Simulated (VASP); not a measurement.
# Ti (P6/mmm) in VASP: further runs, part 2 of 2

VASP 6.6.1. The steps go on from the part before.

### 5 Single point, PBEsol

This run uses another cell than the first one, of 15.84 Å³/atom, 0.998 times its volume.

Contents of INCAR:

```
SYSTEM = Ti
PREC = Accurate
ENCUT = 520
EDIFF = 1E-6
ISMEAR = 0
SIGMA = 0.15
LREAL = .False.
LASPH = .True.
NELM = 100
ALGO = Fast
ISIF = 2
LWAVE = .False.
LCHARG = .True.
GGA = PS
LELF = .True.
LVHAR = .True.
NBANDS = 25
```

Contents of KPOINTS:

```
Automatic mesh
0
Gamma
  12 12 14
  0 0 0
```

Contents of POSCAR:

```
Ti
1.0
    4.4066000000      0.0000000000      0.0000000000
   -2.2033000000      3.8162275443      0.0000000000
    0.0000000000      0.0000000000      2.8263000000
Ti
3
Direct
    0.0000000000      0.0000000000      0.0000000000
    0.3333333333      0.6666666667      0.5000000000
    0.6666666667      0.3333333333      0.5000000000
```

Started as:

```console
$ cat potpaw_PBE.64/Ti_sv/POTCAR > POTCAR
$ mpirun -np 1 vasp_std > vasp.out
```

It took 6.9 min on 1 thread of Intel Xeon Platinum 8488C (Sapphire Rapids), shared host; peak memory 0.27 GiB.

The run converged. Its results:

```
Free energy            : -25.0271 eV
Pressure               : 4.4 GPa
Band gap on the k mesh : zero (band 18 reaches 9.49 eV, above the bottom of band 19 at 8.96 eV)
```

Stress tensor (GPa, compression positive):
```
6.52 0.00 0.00
0.00 6.52 0.00
0.00 0.00 0.10
```

Levels at points of the mesh, in eV from the Fermi level:
| k point | band 15 | band 16 | band 17 | band 18 | band 19 | band 20 | band 21 | band 22 |
| --- | --- | --- | --- | --- | --- | --- | --- | --- |
| (0.00, 0.00, 0.00) | -0.68 | -0.68 | -0.58 | -0.58 | 0.17 | 0.92 | 1.40 | 1.40 |
| (0.50, 0.00, 0.00) | -2.84 | -0.52 | -0.40 | -0.35 | 0.09 | 0.74 | 0.77 | 1.55 |
| (0.00, 0.00, 0.50) | -2.37 | -1.91 | -1.82 | -1.82 | 1.24 | 1.24 | 1.31 | 1.31 |
| (0.50, 0.00, 0.50) | -1.86 | -1.34 | -0.88 | -0.73 | 0.35 | 0.79 | 1.06 | 1.13 |

Caveat: the PAW data sets were made with another functional, which shifts forces and pressure a little.

### 6 Single point, PBEsol

This run uses another cell than the first one, of 17.27 Å³/atom, 1.088 times its volume.

Contents of INCAR:

```
SYSTEM = Ti
PREC = Accurate
ENCUT = 520
EDIFF = 1E-6
ISMEAR = 0
SIGMA = 0.15
LREAL = .False.
LASPH = .True.
NELM = 80
ALGO = Fast
ISIF = 2
LWAVE = .False.
LCHARG = .False.
GGA = PS
NBANDS = 25
```

Contents of KPOINTS:

```
regular mesh
0
Gamma
  12 12 14
  0 0 0
```

Contents of POSCAR:

```
Ti
1.0
    4.5691000000      0.0000000000      0.0000000000
   -2.2845500000      3.9569566724      0.0000000000
    0.0000000000      0.0000000000      2.8655000000
Ti
3
Direct
    0.0000000000      0.0000000000      0.0000000000
    0.3333333333      0.6666666667      0.5000000000
    0.6666666667      0.3333333333      0.5000000000
```

Potentials or basis: VASP PAW PBE potentials, release 64 (Ti_sv).

Started as:

```console
$ cat potpaw_PBE.64/Ti_sv/POTCAR > POTCAR
$ mpirun -np 1 vasp_std > vasp.out
```

OUTCAR:

```text
SYSTEM = Ti
   PREC = Accurate
   ENCUT = 520
   EDIFF = 1E-6
   ISMEAR = 0
   LREAL = .False.
   LASPH = .True.
   NELM = 80
   ISIF = 2
   GGA = PS

 ion  position               nearest neighbor table
   1  0.000  0.000  0.000-
   2  0.333  0.667  0.500-   3 2.64   3 2.64   3 2.64
   3  0.667  0.333  0.500-   2 2.64   2 2.64   2 2.64

  LATTYP: Found a hexagonal cell.
 ALAT       =     4.5691000000
 C/A-ratio  =     0.6271475783

  Lattice vectors:

 A1 = (   4.5691000000,   0.0000000000,   0.0000000000)
[... 195 lines left out ...]
      6     -24.8185      2.00000
[... 661 lines left out ...]
     24      10.2275      0.00000
     25      10.7267      0.00000

 [... further k-points ...]
[... 5 lines left out ...]
  --------------------------------------------------------------------------------------
  -------------------------------------------------------------------------------------
  Total       -1.5395783     -1.5395783     -2.2712745      0.0000000      0.0000000      0.0000000
  in kB      -47.6123919    -47.6123919    -70.2405400      0.0000000      0.0000000      0.0000000
  external PRESSURE =     -55.1551079 kB  Pullay stress =       0.0000000 kB

 VOLUME and BASIS-vectors are now :
 -----------------------------------------------------------------------------
  energy-cutoff  :      520.00
  volume of cell :       51.81
      direct lattice vectors                 reciprocal lattice vectors
     4.569100000  0.000000000  0.000000000     0.218861483  0.126359736  0.000000000
    -2.284550000  3.956956672  0.000000000     0.000000000  0.252719472  0.000000000
     0.000000000  0.000000000  2.865500000     0.000000000  0.000000000  0.348979236

 POSITION                                       TOTAL-FORCE (eV/Angst)
 -----------------------------------------------------------------------------------
      0.00000      0.00000      0.00000        -0.000000      0.000000     -0.000000
     -0.00000      2.63797      1.43275         0.000000     -0.000000      0.000000
      2.28455      1.31899      1.43275        -0.000000      0.000000     -0.000000
 -----------------------------------------------------------------------------------
    total drift:                                0.000000      0.000000     -0.000000

  FREE ENERGIE OF THE ION-ELECTRON SYSTEM (eV)
  ---------------------------------------------------
  free  energy   TOTEN  =       -25.0279536049 eV

  energy  without entropy=      -24.9953028464  energy(sigma->0) =      -25.01162823
```

Run time: 7 min. Hardware: 1 thread of Intel Xeon Platinum 8488C (Sapphire Rapids), shared host; peak memory 0.28 GiB.

Results:

| Property | Result |
| --- | --- |
| Free energy | -25.0280 eV |
| Pressure | -5.5 GPa |
| Band gap on the k mesh | zero (band 18 reaches 8.38 eV, above the bottom of band 19 at 8.08 eV) |

Caveat: the PAW data sets were made with another functional, which shifts forces and pressure a little.

### 7 The runs side by side

| cell | gap on the mesh (eV) | pressure (GPa) |
| --- | --- | --- |
| a = 4.488, b = 4.488, c = 2.731 Å, angles 90.0, 90.0, 120.0°, 3 atoms | none | 4.4 |
| a = 4.542, b = 4.542, c = 2.664 Å, angles 90.0, 90.0, 120.0°, 3 atoms | none | 4.8 |
| a = 4.542, b = 4.542, c = 2.658 Å, angles 90.0, 90.0, 120.0°, 3 atoms | none | 5.1 |
| a = 4.407, b = 4.407, c = 2.826 Å, angles 90.0, 90.0, 120.0°, 3 atoms | none | 4.4 |
| a = 4.569, b = 4.569, c = 2.865 Å, angles 90.0, 90.0, 120.0°, 3 atoms | none | -5.5 |

Alike in all rows: task single point; level PBEsol; potentials or basis VASP PAW PBE potentials, release 64 (Ti_sv); no spin polarisation; k mesh 12 × 12 × 14; cutoff (eV) 520; smearing gaussian 0.15 eV.

Caveats: the PAW data sets were made with another functional, which shifts forces and pressure a little.

Total energies depend on the potentials used, so only differences within one code and one set of settings carry meaning.
